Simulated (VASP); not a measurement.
# TaN in VASP: single point with PBEsol

Aim: the single point of TaN with PBEsol.

Program: VASP 6.6.1. These are calculated values, not measurements. Logs are shortened: lines on timing, memory, paths and dates and some standing lists are left out, and cuts for length are marked.

## Step 1: The cell of the first run

The cell holds a slab with vacuum, 8 atoms: a = 2.904 Å, b = 5.205 Å, c = 21.508 Å, α = 90.00°, β = 90.00°, γ = 90.00°.

## Step 2: Single point, PBEsol

The input, INCAR:

```
SYSTEM = TaN
PREC = Accurate ; ENCUT = 520
EDIFF = 1E-6 ; ISMEAR = 0
SIGMA = 0.1 ; LREAL = .False.
LASPH = .True. ; NELM = 60
ALGO = Normal ; ISIF = 2
LWAVE = .False. ; LCHARG = .True.
LDIPOL = .True. ; IDIPOL = 3
DIPOL = 0.5 0.5 0.502 ; GGA = PS
LELF = .True. ; LVHAR = .True.
LVACPOTAV = .True. ; NBANDS = 42
```

The input, KPOINTS:

```
Automatic mesh
0
Gamma
  10 6 1
  0 0 0
```

The input, POSCAR:

```
TaN
1.0
    2.9035873913      0.0000000000      0.0000000000
    0.0000000000      5.2050894136      0.0000000000
    0.0000000000      0.0000000000     21.5077396612
Ta N
4 4
Direct
    0.0000000000      0.5000000000      0.3952065691
    0.5000000000      0.0000000000      0.4650688564
    0.5000000000      0.5000000000      0.5548556618
    0.0000000000      0.0000000000      0.5829378154
    0.0000000000      0.0000000000      0.3952065691
    0.0000000000      0.2521432737      0.5038004538
    0.0000000000      0.7478567263      0.5038004538
    0.0000000000      0.5000000000      0.6150914367
```

Potentials or basis: VASP PAW PBE potentials, release 64 (Ta_pv, N).

The run is started by

```sh
> cat potpaw_PBE.64/Ta_pv/POTCAR potpaw_PBE.64/N/POTCAR > POTCAR
> mpirun -np 1 vasp_std > vasp.out
```

OUTCAR:

```text
SYSTEM = TaN
   PREC = Accurate
   ENCUT = 520
   EDIFF = 1E-6
   ISMEAR = 0
   LREAL = .False.
   LASPH = .True.
   NELM = 60
   ISIF = 2
   GGA = PS

 ion  position               nearest neighbor table
   1  0.000  0.500  0.395-   5 2.60   5 2.60   7 2.67   6 2.67   2 3.34   2 3.34   2 3.34   2 3.34

   2  0.500  0.000  0.465-   5 2.09   5 2.09   7 2.13   6 2.13   6 2.13   7 2.13   4 2.92   4 2.92
                             3 3.24   3 3.24   1 3.34   1 3.34   1 3.34   1 3.34
   3  0.500  0.500  0.555-   8 1.95   8 1.95   6 2.23   6 2.23   7 2.23   7 2.23   4 3.04   4 3.04
                             4 3.04   4 3.04   2 3.24   2 3.24
   4  0.000  0.000  0.583-   6 2.15   7 2.15   2 2.92   2 2.92   3 3.04   3 3.04   3 3.04   3 3.04

   5  0.000  0.000  0.395-   2 2.09   2 2.09   1 2.60   1 2.60
   6  0.000  0.252  0.504-   2 2.13   2 2.13   4 2.15   3 2.23   3 2.23   1 2.67
   7  0.000  0.748  0.504-   2 2.13   2 2.13   4 2.15   3 2.23   3 2.23   1 2.67
   8  0.000  0.500  0.615-   3 1.95   3 1.95

  LATTYP: Found a simple orthorhombic cell.
 ALAT       =     2.9035873913
 B/A-ratio  =     1.7926408653
 C/A-ratio  =     7.4072988902

  Lattice vectors:

 A1 = (   2.9035873913,   0.0000000000,   0.0000000000)
 A2 = (   0.0000000000,   5.2050894136,   0.0000000000)
 A3 = (   0.0000000000,   0.0000000000,  21.5077396612)

Analysis of symmetry for initial positions (statically):
=====================================================================
 Subroutine PRICEL returns:
 Original cell was already a primitive cell.

 Routine SETGRP: Setting up the symmetry group for a
 simple orthorhombic supercell.

 Subroutine GETGRP returns: Found  4 space group operations
 (whereof  4 operations were pure point group operations)
 out of a pool of  8 trial point group operations.

The static configuration has the point symmetry C_2v.

Analysis of symmetry for dynamics (positions and initial velocities):
=====================================================================
 Subroutine PRICEL returns:
 Original cell was already a primitive cell.

 Routine SETGRP: Setting up the symmetry group for a
 simple orthorhombic supercell.

 Subroutine GETGRP returns: Found  4 space group operations
 (whereof  4 operations were pure point group operations)
 out of a pool of  8 trial point group operations.

The dynamic configuration has the point symmetry C_2v.

 Subroutine INISYM returns: Found  4 space group operations
 (whereof  4 operations are pure point group operations),
 and found     1 'primitive' translations

----------------------------------------------------------------------------------------

                                     Primitive cell

  volume of cell :     325.0558

  direct lattice vectors                    reciprocal lattice vectors
     2.903587391  0.000000000  0.000000000     0.344401551  0.000000000  0.000000000
     0.000000000  5.205089414  0.000000000     0.000000000  0.192119658  0.000000000
     0.000000000  0.000000000 21.507739661     0.000000000  0.000000000  0.046494890

  length of vectors
     2.903587391  5.205089414 21.507739661     0.344401551  0.192119658  0.046494890

  position of ions in fractional coordinates (direct lattice)
     0.000000000  0.500000000  0.395206569
     0.500000000  0.000000000  0.465068856
     0.500000000  0.500000000  0.554855662
     0.000000000  0.000000000  0.582937815
     0.000000000  0.000000000  0.395206569
     0.000000000  0.252143274  0.503800454
     0.000000000  0.747856726  0.503800454
     0.000000000  0.500000000  0.615091437

  ion indices of the primitive-cell ions
   primitive index   ion index
                 1           1
                 2           2
                 3           3
                 4           4
                 5           5
                 6           6
                 7           7
                 8           8

----------------------------------------------------------------------------------------

 KPOINTS: Automatic mesh

Automatic generation of k-mesh.
 Grid dimensions read from file:
 generate k-points for:   10    6    1

 Generating k-lattice:

  Cartesian coordinates                     Fractional coordinates (reciprocal lattice)
     0.034440155  0.000000000  0.000000000     0.100000000  0.000000000  0.000000000
     0.000000000  0.032019943  0.000000000     0.000000000  0.166666667  0.000000000
     0.000000000  0.000000000  0.046494890     0.000000000  0.000000000  1.000000000

  Length of vectors
     0.034440155  0.032019943  0.046494890

  Shift w.r.t. Gamma in fractional coordinates (k-lattice)
     0.000000000  0.000000000  0.000000000

 Subroutine IBZKPT returns following result:
 ===========================================

 Found     24 irreducible k-points:

 Following reciprocal coordinates:
            Coordinates               Weight
  0.000000  0.000000  0.000000      1.000000
  0.100000  0.000000  0.000000      2.000000
  0.200000  0.000000  0.000000      2.000000
  0.300000  0.000000  0.000000      2.000000
  0.400000  0.000000  0.000000      2.000000
  0.500000  0.000000  0.000000      1.000000
[... 16 lines left out ...]
  0.400000  0.500000  0.000000      2.000000
  0.500000  0.500000  0.000000      1.000000
   k-points           NKPTS =     24   k-points in BZ     NKDIM =     24   number of bands    NBANDS=     42
   number of dos      NEDOS =    301   number of ions     NIONS =      8
   total plane-waves  NPLWV = 153600
   dimension x,y,z NGX =    24 NGY =   40 NGZ =  160
   dimension x,y,z NGXF=    48 NGYF=   80 NGZF=  320
   ions per type =               4   4
   NGX,Y,Z   is equivalent  to a cutoff of  13.74, 12.78, 12.37 a.u.
   NGXF,Y,Z  is equivalent  to a cutoff of  27.48, 25.55, 24.73 a.u.
 SYSTEM =  TaN
   PREC   = accura    normal or accurate (medium, high low for compatibility)
   ISTART =      0    job   : 0-new  1-cont  2-samecut
   ICHARG =      2    charge: 1-file 2-atom 10-const
   ISPIN  =      1    spin polarized calculation?
   LNONCOLLINEAR =      F non collinear calculations
   LSORBIT =      F    spin-orbit coupling
   LASPH  =      T    aspherical Exc in radial PAW
   ENCUT  =  520.0 eV  38.22 Ry    6.18 a.u.   5.40  9.68 39.99*2*pi/ulx,y,z
   NELM   =     60;   NELMIN=  2; NELMDL= -5     # of ELM steps
   EDIFF  = 0.1E-05   stopping-criterion for ELM
   LREAL  =      F    real-space projection
   EDIFFG = 0.1E-04   stopping-criterion for IOM
   NSW    =      0    number of steps for IOM
   IBRION =     -1    ionic relax: 0-MD 1-quasi-New 2-CG
   NFREE  =      0    steps in history (QN), initial steepest desc. (CG)
   ISIF   =      2    stress and relaxation
   ISYM   =      2    0-nonsym 1-usesym 2-fastsym
   POTIM  = 0.5000    time-step for ionic-motion
   TEBEG  =    0.0;   TEEND  =   0.0 temperature during run
   PSTRESS=    0.0 pullay stress
   NELECT =      64.0000    total number of electrons
   NUPDOWN=      -1.0000    fix difference up-down
   EMIN   =  10.00;   EMAX   =-10.00  energy-range for DOS
   EFERMI =   0.00;   METHOD = LEGACY
   ISMEAR =     0;   SIGMA  =   0.10  broadening in eV -4-tet -1-fermi 0-gaus
   EFERMI_NEDOS =   21; number of points for ismear=-14 and -15
   IALGO  =     38    algorithm
   IMIX   =      4    mixing-type and parameters
     AMIX     =   0.40;   BMIX     =  1.00
     AMIX_MAG =   1.60;   BMIX_MAG =  1.00
  volume/ion in A,a.u.               =      40.63       274.20
  Fermi-wavevector in a.u.,A,eV,Ry     =   0.952392  1.799759 12.341160  0.907050
  Thomas-Fermi vector in A             =   2.080950
   LORBIT       =      0    0 simple, 1 ext, 2 COOP (PROOUT), +10 PAW based schemes
   GGA     = PS    functional components
   LHFCALC =     F    Hartree Fock is set to
   AEXX    =    0.0000 exact exchange contribution
   IVDW    =     0    specifies the selected vdW correction
   LEPSILON=     F    determine dielectric tensor
   LRPA    =     F    only Hartree local field effects (RPA)
 non-spin polarized calculation
 Gauss-broadening in eV      SIGMA  =   0.10
  energy-cutoff  :      520.00
  volume of cell :      325.06
 maximum number of plane-waves:      8799
 NGX is ok and might be reduce to    24
   NGX = 11   NGY = 19   NGZ = 79

 dipolmoment           0.000000      0.000000      0.000666 electrons x Angstroem

 number of electron      63.9999999 magnetization

 dipolmoment           0.000000      0.000000     -0.010709 electrons x Angstroem

 Free energy of the ion-electron system (eV)
  ---------------------------------------------------
  ext. energy  EPLUGINS =         0.00000000
  ---------------------------------------------------
  free energy    TOTEN  =       -84.59179650 eV

  energy without entropy =      -84.56331381  energy(sigma->0) =      -84.57755516

 E-fermi :  -1.3391     XC(G=0):  -4.6043

 val. band max:       -1.3461110860   @ k =   0.1000   0.1667   0.0000
 cond. band min:      -1.3278160525   @ k =   0.4000   0.5000   0.0000
 fundamental gap:      0.0182950335
 Fermi energy:        -1.3391126693

 k-point     1 :       0.0000    0.0000    0.0000
  band No.  band energies     occupation
      1     -37.2118      2.00000
      2     -37.0451      2.00000
      3     -36.7385      2.00000
      4     -36.7140      2.00000
      5     -36.3792      2.00000
      6     -36.3639      2.00000
[... 34 lines left out ...]
     41       1.5739      0.00000
     42       1.6491      0.00000

 k-point     2 :       0.1000    0.0000    0.0000
  band No.  band energies     occupation
      1     -37.2056      2.00000
      2     -37.0368      2.00000
      3     -36.7245      2.00000
      4     -36.6895      2.00000
      5     -36.3689      2.00000
      6     -36.3536      2.00000
[... 979 lines left out ...]
     41       2.7761      0.00000
     42       2.9471      0.00000

 k-point    24 :       0.5000    0.5000    0.0000
  band No.  band energies     occupation
      1     -37.1459      2.00000
      2     -37.0417      2.00000
      3     -37.0126      2.00000
      4     -36.8961      2.00000
      5     -36.8242      2.00000
      6     -36.5088      2.00000
[... 34 lines left out ...]
     41       3.1200      0.00000
     42       3.3850      0.00000

------------------------ aborting loop because EDIFF is reached ----------------------------------------

  FORCE on cell =-STRESS in cart. coord.  units (eV):
  Direction    XX          YY          ZZ          XY          YZ          ZX
  --------------------------------------------------------------------------------------
  -------------------------------------------------------------------------------------
  Total        0.1657981    -15.4453757     -4.2563424      0.0000000      0.0000000      0.0000000
  in kB        0.8172075    -76.1291870    -20.9792167      0.0000000      0.0000000      0.0000000
  external PRESSURE =     -32.0970654 kB  Pullay stress =       0.0000000 kB

 VOLUME and BASIS-vectors are now :
 -----------------------------------------------------------------------------
  energy-cutoff  :      520.00
  volume of cell :      325.06
      direct lattice vectors                 reciprocal lattice vectors
     2.903587391  0.000000000  0.000000000     0.344401551  0.000000000  0.000000000
     0.000000000  5.205089414  0.000000000     0.000000000  0.192119658  0.000000000
     0.000000000  0.000000000 21.507739661     0.000000000  0.000000000  0.046494890

 POSITION                                       TOTAL-FORCE (eV/Angst)
 -----------------------------------------------------------------------------------
      0.00000      2.60254      8.50000        -0.000000      0.000000      2.442471
      1.45179      0.00000     10.00258        -0.000000      0.000000     -3.188200
      1.45179      2.60254     11.93369        -0.000000      0.000000     -0.053139
      0.00000      0.00000     12.53767        -0.000000      0.000000      0.060397
      0.00000      0.00000      8.50000        -0.000000      0.000000      0.644539
      0.00000      1.31243     10.83561         0.000000      0.016063     -0.022773
      0.00000      3.89266     10.83561        -0.000000     -0.016063     -0.022773
      0.00000      2.60254     13.22923        -0.000000      0.000000      0.139479
 -----------------------------------------------------------------------------------
    total drift:                                0.000000      0.000000      0.000357

  FREE ENERGIE OF THE ION-ELECTRON SYSTEM (eV)
  ---------------------------------------------------
  free  energy   TOTEN  =       -84.5917965014 eV

  energy  without entropy=      -84.5633138094  energy(sigma->0) =      -84.57755516

 vacuum level on the upper side and lower side of the slab         3.362         3.490
```

Run time: 19 min. Hardware: 1 thread of Intel Xeon 8259CL, shared host; peak memory 0.55 GiB.

What came out:

- Free energy: -84.5918 eV
- Largest force: 3.188 eV/Å
- Band gap on the k mesh: zero (bands 32 and 33 overlap by 0.39 eV)

Forces in eV/Å, atoms in the order of the input:
```
Ta   0.000  0.000  2.442
Ta   0.000  0.000 -3.188
Ta   0.000  0.000 -0.053
Ta   0.000  0.000  0.060
N    0.000  0.000  0.645
N    0.000  0.016 -0.023
N    0.000 -0.016 -0.023
N    0.000  0.000  0.139
```

Caveat: the PAW data sets were made with another functional, which shifts forces and pressure a little; spin-orbit coupling is left out, which moves the levels of the heavy elements.
